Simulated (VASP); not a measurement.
# MgO (P6_3/mmc) in VASP: further runs, part 2 of 2

VASP 6.6.1.

### Step 3. Single point, PBE

This run uses another cell than the first one, of 10.48 Å³/atom, 1.009 times its volume.

Input file INCAR:

```
  PREC = Accurate
  ENCUT = 520
  EDIFF = 1E-6
  ISMEAR = 0
  SIGMA = 0.05
  LREAL = F
  LASPH = T
  NELM = 100
  ALGO = Normal
  ISIF = 2
  LWAVE = F
  LCHARG = F
  GGA = PE
  NBANDS = 16
```

Input file KPOINTS:

```
Automatic mesh
0
Gamma
  9 9 6
```

Input file POSCAR:

```
MgO
1.0
    3.3453000000      0.0000000000      0.0000000000
   -1.6726500000      2.8971147833      0.0000000000
    0.0000000000      0.0000000000      4.3242000000
Mg O
2 2
Direct
    0.6666666667      0.3333333333      0.7500000000
    0.3333333333      0.6666666667      0.2500000000
    0.6666666667      0.3333333333      0.2500000000
    0.3333333333      0.6666666667      0.7500000000
```

Potentials or basis: VASP PAW PBE potentials, release 64 (Mg, O).

Started as:

```
cat potpaw_PBE.64/Mg/POTCAR potpaw_PBE.64/O/POTCAR > POTCAR
mpirun -np 1 vasp_std > vasp.out
```

It took 12 s on 1 thread of Intel Xeon 6975P-C (Granite Rapids), shared host; peak memory 0.17 GiB.

It converged, with:

| Item | Value |
| --- | --- |
| Free energy | -23.4626 eV |
| Pressure | 12.8 GPa |
| Band gap on the k mesh | 3.62 eV, direct |

Stress tensor (GPa, compression positive):
```
17.80  0.00  0.00
 0.00 17.80  0.00
 0.00  0.00  2.70
```

Levels at points of the mesh, in eV from the valence-band top:
| k point | band 5 | band 6 | band 7 | band 8 | band 9 | band 10 | band 11 | band 12 |
| --- | --- | --- | --- | --- | --- | --- | --- | --- |
| (0.00, 0.00, 0.00) | -1.79 | -1.03 | -1.03 | 0.00 | 3.62 | 9.62 | 11.92 | 13.37 |
| (0.00, 0.00, 0.50) | -1.43 | -1.43 | -1.43 | -1.43 | 6.62 | 6.62 | 13.74 | 13.74 |

As with any semilocal functional, this PBE gap is likely too small.

### Step 4. Single point, PBE

This run uses another cell than the first one, of the same volume but with other edges.

Input file INCAR:

```
PREC     = Accurate       # precision mode
ENCUT    = 520            # plane-wave cutoff, eV
EDIFF    = 1E-7           # SCF threshold, eV
ISMEAR   = 0              # smearing method
SIGMA    = 0.05           # smearing width, eV
LREAL    = False          # projectors in reciprocal space
LASPH    = True           # aspherical terms in the spheres
NELM     = 80             # most SCF steps
ALGO     = Normal         # electronic algorithm
ISIF     = 2              # what is computed and relaxed
LWAVE    = False          # write WAVECAR
LCHARG   = True           # write CHGCAR
GGA      = PE             # functional
LELF     = True           # ELF
LVHAR    = True         
NBANDS   = 16             # bands
```

KPOINTS is that of step 3.

Input file POSCAR:

```
MgO
1.0
    3.3805000000      0.0000000000      0.0000000000
   -1.6902500000      2.9275988775      0.0000000000
    0.0000000000      0.0000000000      4.1970000000
Mg O
2 2
Direct
    0.6666666667      0.3333333333      0.7500000000
    0.3333333333      0.6666666667      0.2500000000
    0.6666666667      0.3333333333      0.2500000000
    0.3333333333      0.6666666667      0.7500000000
```

Started as:

```
cat potpaw_PBE.64/Mg/POTCAR potpaw_PBE.64/O/POTCAR > POTCAR
mpirun -np 1 vasp_std > vasp.out
```

Run time: 14 s. Hardware: 1 thread of Intel Xeon 6975P-C (Granite Rapids), shared host; peak memory 0.17 GiB.

Results (log left out):

| Quantity | Value |
| --- | --- |
| Free energy | -23.5100 eV |
| Pressure | 13.3 GPa |
| Band gap on the k mesh | 3.71 eV, direct |

Stress tensor (GPa, compression positive):
```
15.60  0.00  0.00
 0.00 15.60  0.00
 0.00  0.00  8.71
```

Levels at points of the mesh, in eV from the valence-band top:
```csv
k point,band 4,band 5,band 6,band 7,band 8,band 9,band 10,band 11,band 12,band 13
"(0.00, 0.00, 0.00)",-1.83,-1.83,-0.96,-0.96,0.00,3.71,9.82,12.37,13.16,13.16
"(0.00, 0.00, 0.50)",-2.56,-1.42,-1.42,-1.42,-1.42,6.73,6.73,13.52,13.52,13.52
```

### Step 5. Single point, PBE

This run uses another cell than the first one, of 10.49 Å³/atom, 1.011 times its volume.

Input file INCAR:

```
PREC = Accurate ; ENCUT = 520
EDIFF = 1E-6 ; ISMEAR = 0
SIGMA = 0.05 ; LREAL = False
LASPH = True ; NELM = 60
ALGO = Normal ; ISIF = 2
LWAVE = False ; LCHARG = False
GGA = PE ; NBANDS = 16
```

Input file KPOINTS:

```
regular mesh
0
Gamma
  9 9 6
```

Input file POSCAR:

```
MgO
1.0
    3.4157000000      0.0000000000      0.0000000000
   -1.7078500000      2.9580829717      0.0000000000
    0.0000000000      0.0000000000      4.1546000000
Mg O
2 2
Direct
    0.6666666667      0.3333333333      0.7500000000
    0.3333333333      0.6666666667      0.2500000000
    0.6666666667      0.3333333333      0.2500000000
    0.3333333333      0.6666666667      0.7500000000
```

Started as:

```
cat potpaw_PBE.64/Mg/POTCAR potpaw_PBE.64/O/POTCAR > POTCAR
mpirun -np 1 vasp_std > vasp.out
```

Run time: 13 s. Hardware: 1 thread of Intel Xeon 6975P-C (Granite Rapids), shared host; peak memory 0.17 GiB.

Results (log left out):

| Quantity | Value |
| --- | --- |
| Free energy | -23.5600 eV |
| Pressure | 11.3 GPa |
| Band gap on the k mesh | 3.67 eV, direct |

Stress tensor (GPa, compression positive):
```
11.93  0.00  0.00
 0.00 11.93  0.00
 0.00  0.00  9.95
```

Levels at points of the mesh, in eV from the valence-band top:
```tsv
k point	band 6	band 7	band 8	band 9	band 10	band 11
(0.00, 0.00, 0.00)	-0.90	-0.90	0.00	3.67	9.81	12.49
(0.00, 0.00, 0.50)	-1.38	-1.38	-1.38	6.70	6.70	13.31
```

A hybrid or GW would open this gap; PBE tends to underestimate it.

### Step 6. Single point, PBE

This run uses another cell than the first one, of 10.49 Å³/atom, 1.011 times its volume.

Input file INCAR:

```
SYSTEM = MgO
ALGO = Normal ; EDIFF = 1E-6
ENCUT = 520 ; GGA = PE
ISIF = 2 ; ISMEAR = 0
LASPH = .TRUE. ; LCHARG = .FALSE.
LREAL = .FALSE. ; LWAVE = .FALSE.
NBANDS = 16 ; NELM = 80
PREC = Accurate ; SIGMA = 0.05
```

Input file KPOINTS:

```
k-points
0
G
  9 9 6
  0 0 0
```

Input file POSCAR:

```
MgO
1.0
    3.4509000000      0.0000000000      0.0000000000
   -1.7254500000      2.9885670659      0.0000000000
    0.0000000000      0.0000000000      4.0698000000
Mg O
2 2
Direct
    0.6666666667      0.3333333333      0.7500000000
    0.3333333333      0.6666666667      0.2500000000
    0.6666666667      0.3333333333      0.2500000000
    0.3333333333      0.6666666667      0.7500000000
```

Potentials or basis: VASP PAW PBE potentials, release 64 (Mg, O).

Started as:

```
cat potpaw_PBE.64/Mg/POTCAR potpaw_PBE.64/O/POTCAR > POTCAR
mpirun -np 1 vasp_std > vasp.out
```

OUTCAR:

```text
SYSTEM = MgO
   EDIFF = 1E-6
   ENCUT = 520
   GGA = PE
   ISIF = 2
   ISMEAR = 0
   LASPH = .TRUE.
   LREAL = .FALSE.
   NELM = 80
   PREC = Accurate

 ion  position               nearest neighbor table
   1  0.667  0.333  0.750-   4 1.99   4 1.99   4 1.99   3 2.03   3 2.03   2 2.85   2 2.85   2 2.85
                             2 2.85   2 2.85   2 2.85
   2  0.333  0.667  0.250-   3 1.99   3 1.99   3 1.99   4 2.03   4 2.03   1 2.85   1 2.85   1 2.85
                             1 2.85   1 2.85   1 2.85
   3  0.667  0.333  0.250-   2 1.99   2 1.99   2 1.99   1 2.03   1 2.03
[... 662 lines left out ...]
  --------------------------------------------------------------------------------------
  -------------------------------------------------------------------------------------
  Total        2.5425701      2.5425701      4.0019996      0.0000000      0.0000000      0.0000000
  in kB       97.0543630     97.0543630    152.7633500      0.0000000      0.0000000      0.0000000
  external PRESSURE =     115.6240253 kB  Pullay stress =       0.0000000 kB

 VOLUME and BASIS-vectors are now :
 -----------------------------------------------------------------------------
  energy-cutoff  :      520.00
  volume of cell :       41.97
      direct lattice vectors                 reciprocal lattice vectors
     3.450900000  0.000000000  0.000000000     0.289779478  0.167304260  0.000000000
    -1.725450000  2.988567066  0.000000000     0.000000000  0.334608519  0.000000000
     0.000000000  0.000000000  4.069800000     0.000000000  0.000000000  0.245712320

 POSITION                                       TOTAL-FORCE (eV/Angst)
 -----------------------------------------------------------------------------------
      1.72545      0.99619      3.05235        -0.000000      0.000000      0.000000
     -0.00000      1.99238      1.01745         0.000000      0.000000      0.000000
      1.72545      0.99619      1.01745         0.000000      0.000000      0.000000
     -0.00000      1.99238      3.05235        -0.000000     -0.000000      0.000000
 -----------------------------------------------------------------------------------
    total drift:                               -0.000000      0.000000     -0.000000

  FREE ENERGIE OF THE ION-ELECTRON SYSTEM (eV)
  ---------------------------------------------------
  free  energy   TOTEN  =       -23.5502644545 eV

  energy  without entropy=      -23.5502644545  energy(sigma->0) =      -23.55026445
```

stdout:

```text
POSCAR found type information on POSCAR MgO
 POSCAR found :  2 types and       4 ions
 scaLAPACK will be used
 LDA part: xc-table for (Slater+PW92), standard interpolation
 POSCAR, INCAR and KPOINTS ok, starting setup
 FFT: planning ... GRIDC
 FFT: planning ... GRID_SOFT
 FFT: planning ... GRID
 WAVECAR not read
 entering main loop
```

Run time: 12 s. Hardware: 1 thread of Intel Xeon 6975P-C (Granite Rapids), shared host; peak memory 0.17 GiB.

What came out:

- Free energy: -23.5503 eV
- Pressure: 11.6 GPa
- Band gap on the k mesh: 3.69 eV, direct

Stress tensor (GPa, compression positive):
```
 9.71  0.00  0.00
 0.00  9.71  0.00
 0.00  0.00 15.28
```

### Step 7. Summary

| cell | gap on the mesh (eV) | pressure (GPa) |
| --- | --- | --- |
| a = 3.451, b = 3.451, c = 4.027 Å, angles 90.0, 90.0, 120.0°, 4 atoms | 3.75 | 13.6 |
| a = 3.345, b = 3.345, c = 4.324 Å, angles 90.0, 90.0, 120.0°, 4 atoms | 3.62 | 12.8 |
| a = 3.381, b = 3.381, c = 4.197 Å, angles 90.0, 90.0, 120.0°, 4 atoms | 3.71 | 13.3 |
| a = 3.416, b = 3.416, c = 4.155 Å, angles 90.0, 90.0, 120.0°, 4 atoms | 3.67 | 11.3 |
| a = 3.451, b = 3.451, c = 4.070 Å, angles 90.0, 90.0, 120.0°, 4 atoms | 3.69 | 11.6 |

Alike in all rows: task single point; level PBE; potentials or basis VASP PAW PBE potentials, release 64 (Mg, O); no spin polarisation; k mesh 9 × 9 × 6; cutoff (eV) 520; smearing gaussian 0.05 eV.

Total energies depend on the potentials used, so only differences within one code and one set of settings carry meaning.
